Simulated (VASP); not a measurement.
Input of a VASP 6.6.1 run:

The input INCAR:

```
SYSTEM = CuP
ALGO     = Normal         ! electronic algorithm
EDIFF    = 1E-7           ! SCF threshold, eV
EDIFFG   = -0.04          ! ionic threshold
ENCUT    = 600            ! plane-wave cutoff, eV
GGA      = PE             ! functional
IBRION   = 2              ! ionic algorithm
ISIF     = 3              ! what is computed and relaxed
ISMEAR   = 0              ! smearing method
LASPH    = .True.         ! aspherical terms in the spheres
LCHARG   = .False.        ! write CHGCAR
LREAL    = .False.        ! projectors in reciprocal space
LWAVE    = .False.        ! write WAVECAR
NELM     = 60             ! most SCF steps
NSW      = 90             ! ionic steps
PREC     = Accurate       ! precision mode
SIGMA    = 0.1            ! smearing width, eV
```

File KPOINTS:

```
k-points
0
Gamma
  6 6 6
  0 0 0
```

POSCAR

```
CuP
1.0
    2.7094807504      0.0000000000      0.0000000000
    0.0000000000      2.7094807504      0.0000000000
    0.0000000000      0.0000000000      3.6549478104
Cu P
1 1
Direct
    0.5000000000      0.5000000000      0.5000000000
    0.0000000000      0.0000000000      0.0000000000
```

Potentials or basis: VASP PAW PBE potentials, release 64 (Cu, P).

The run is started by

```sh
$ cat potpaw_PBE.64/Cu/POTCAR potpaw_PBE.64/P/POTCAR > POTCAR
$ mpirun -np 1 vasp_std > vasp.out
```

Q: Predict the space group after relaxing (to 0.1 Å).

A: P4/mmm (No. 123).

Q: What does it give for the band gap on the k mesh?

A: Zero (bands 8 and 9 overlap by 5.29 eV).

Q: What does it give for the relaxed cell?

A: a = 2.689 Å, b = 2.689 Å, c = 3.694 Å, α = 90.00°, β = 90.00°, γ = 90.00°.

Q: Estimate the relaxed volume.

A: 13.36 Å³/atom.

The path:
| step | energy change (eV) | largest force (eV/Å) | pressure (GPa) | volume (Å³) |
| --- | --- | --- | --- | --- |
| 1 | 0.0000 | 0.0000 | -0.31 | 26.83 |
| 2 | -0.0008 | 0.0000 | 0.10 | 26.73 |
| 3 | -0.0010 | 0.0000 | 0.62 | 26.62 |
| 4 | -0.0013 | 0.0000 | 0.22 | 26.72 |

Caveat: the k points lie up to 0.39 Å⁻¹ apart in the final cell, too coarse for converged energies and pressures of a metal.
